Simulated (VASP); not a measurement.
C: relaxation of cell and atoms with PBE

Crystal: C.

```
C
1.0
     1.56547    0.00000    0.00000
    -0.78273    1.35574    0.00000
     0.00000    0.00000    4.11198
C
2
Direct
  0.33333 0.66667 0.25000
  0.66667 0.33333 0.75000
```

- Program: VASP 6.6.1
- Task: relaxation of cell and atoms
- Functional: PBE
- Potentials or basis: VASP PAW PBE potentials, release 64 (C)
- Cutoff: 600 eV
- k mesh: 25 × 25 × 13
- Occupations: fermi-dirac, width 0.08 eV
- Spin: no spin polarisation
- Target pressure: 190 GPa
- Dipole correction: no
- Further INCAR settings: ALGO = Normal; EDIFF = 1e-06; IBRION = 2; EDIFFG = -0.005; NSW = 32; ISIF = 3

* Relaxed volume: 4.36 Å³/atom
* Relaxed cell: a = 1.565 Å, b = 1.565 Å, c = 4.113 Å, α = 90.00°, β = 90.00°, γ = 120.00°
* Space group after relaxing (to 0.05 Å): P6_3/mmc (No. 194)
* Energy change on relaxing (the enthalpy is what falls): +1.6 meV/atom
* Ionic steps: 4
* Pressure after relaxing: 190.0 GPa
* Band gap on the k mesh: zero (band 4 reaches 19.49 eV, above the bottom of band 5 at 13.97 eV)

Step by step:
```csv
step,energy change (eV),largest force (eV/Å),pressure (GPa),volume (Å³)
1,0.0000,0.0000,189.58,8.73
2,0.0173,0.0000,191.27,8.71
3,0.0049,0.0000,190.07,8.72
4,0.0033,0.0000,190.01,8.72
```

Final structure:
```
C
1.0
     1.56504    0.00000    0.00000
    -0.78252    1.35536    0.00000
     0.00000    0.00000    4.11294
C
2
Direct
  0.33333 0.66667 0.25000
  0.66667 0.33333 0.75000
```

Levels at points of the mesh, in eV from the Fermi level:
```
           k point  band 1  band 2  band 3  band 4  band 5  band 6  band 7  band 8
(0.00, 0.00, 0.00)  -27.91  -23.18  -17.04   -3.46   11.45   20.85   20.85   21.17
```

It took 25 s on 1 thread of Intel(R) Xeon(R) 6975P-C (Granite Rapids), on a shared host, peak memory 0.13 GiB.

Caveat: the cell is relaxed towards a set pressure, so the enthalpy falls and the energy may rise.
